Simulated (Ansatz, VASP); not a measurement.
**Two plane-wave programs on BaTiO3**

```
Ba Ti O
1.0
     2.86307    1.65299    2.35630
    -2.86307    1.65299    2.35630
     0.00000   -3.30599    2.35630
Ba Ti O
1 1 3
Direct
  0.98373 0.98373 0.98373
  0.51919 0.51919 0.51919
  0.48839 0.48839 0.97777
  0.48839 0.97777 0.48839
  0.97777 0.48839 0.48839
```

Change from the starting cell: all Ba atoms moved +0.150 Å, as atom 1 towards its neighbour atom 2 (Ti) at 3.434 Å.

Alike in both runs: task single point; functional PBE; k mesh 6 × 6 × 6; occupations gaussian, width 0.05 eV; no spin polarisation.

|  | VASP | Ansatz |
| --- | --- | --- |
| version | VASP 6.6.1 | Ansatz 0.2.0 |
| potentials or method | VASP PAW PBE potentials, release 64 (Ba_sv, Ti_sv, O), cutoff 520 eV | scalar-relativistic, plane waves, PAW |
| valence electrons in the cell | 40 | 40 |

|  | VASP | Ansatz | Ansatz less VASP |
| --- | --- | --- | --- |
| gap on the k mesh at the Fermi level (eV) | 2.56 | 2.61 | +0.052 |
| least direct gap on the mesh (eV) | 3.09 | 3.10 | +0.015 |
| pressure (GPa) | 1.7 | 0.2 | -1.58 |
| traceless stress, the component that is largest in VASP (GPa) | 0.35 | 0.42 | +0.076 |
| rms of the force components (eV/Å) | 0.257 | 0.235 | -0.0216 |

Atom by atom the forces differ by 0.039 eV/Å (rms over components).

Neither program's run includes spin-orbit coupling.
